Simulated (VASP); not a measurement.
A run of VASP 6.6.1:

INCAR

```
SYSTEM = ZnS
ALGO = Normal
EDIFF = 1E-6
ENCUT = 520
GGA = PS
ISIF = 2
ISMEAR = 0
LASPH = .TRUE.
LCHARG = .FALSE.
LREAL = .FALSE.
LWAVE = .FALSE.
NBANDS = 26
NELM = 80
PREC = Accurate
SIGMA = 0.01
```

Contents of KPOINTS:

```
k-points
0
G
  6 6 4
  0 0 0
```

File POSCAR:

```
ZnS
1.0
    3.8572096661      0.0000000000      0.0000000000
   -1.9286048330      3.3404415585      0.0000000000
    0.0000000000      0.0000000000      6.1330325981
Zn S
2 2
Direct
    0.3333333333      0.6666666667      0.0024995089
    0.6666666667      0.3333333333      0.5024995089
    0.3333333333      0.6666666667      0.3825004911
    0.6666666667      0.3333333333      0.8825004911
```

Potentials or basis: VASP PAW PBE potentials, release 64 (Zn, S).

The run is started by

```console
$ cat potpaw_PBE.64/Zn/POTCAR potpaw_PBE.64/S/POTCAR > POTCAR
$ mpirun -np 1 vasp_std > vasp.out
```

Hardware: 1 thread of Intel(R) Xeon(R) Platinum 8259CL CPU @ 2.50GHz (Skylake/Cascade Lake), on a shared host.

Problem. How long does it take, and how much memory?

Solution. Wall time 39 s on 1 thread of Intel(R) Xeon(R) Platinum 8259CL CPU @ 2.50GHz (Skylake/Cascade Lake), with other jobs on the host, peak memory 0.2 GiB. Counts: scf iterations 14, k points 21.
